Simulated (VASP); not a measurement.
Here is a VASP 6.6.1 calculation.

The input INCAR:

```
SYSTEM = BN
PREC = Accurate ; ENCUT = 520
EDIFF = 1E-7 ; ISMEAR = -1
SIGMA = 0.1 ; LREAL = .False.
LASPH = .True. ; NELM = 100
ALGO = Normal ; ISIF = 2
LWAVE = .False. ; LCHARG = .True.
GGA = PE ; LELF = .True.
LVHAR = .True. ; NBANDS = 16
```

The input KPOINTS:

```
regular mesh
0
Gamma
  12 12 6
  0 0 0
```

File POSCAR:

```
BN
1.0
    2.5360000000      0.0000000000      0.0000000000
   -1.2680000000      2.1962400000      0.0000000000
    0.0000000000      0.0000000000      4.1990000000
B N
2 2
Direct
    0.6552835756      0.3105671511      0.0000000000
    0.3333333333      0.6666666667      0.5000000000
    0.6666666667      0.3333333333      0.3750000000
    0.3333333333      0.6666666667      0.8750000000
```

Potentials or basis: VASP PAW PBE potentials, release 64 (B, N).

Command:

```sh
$ cat potpaw_PBE.64/B/POTCAR potpaw_PBE.64/N/POTCAR > POTCAR
$ mpirun -np 1 vasp_std > vasp.out
```

Estimate the largest force.

1.396 eV/Å.

Estimate the band gap on the k mesh.

5.00 eV, indirect (least direct gap 8.01 eV).

What does it give for the pressure?

8.7 GPa.

Stress tensor (GPa, compression positive):
```
 7.95  0.00  0.00
 0.00 10.50  1.29
 0.00  1.29  7.63
```

Caveat: forces of over 1 eV/Å act on the atoms, so gaps and moduli don't describe the material at rest. A k mesh can miss the band edges.
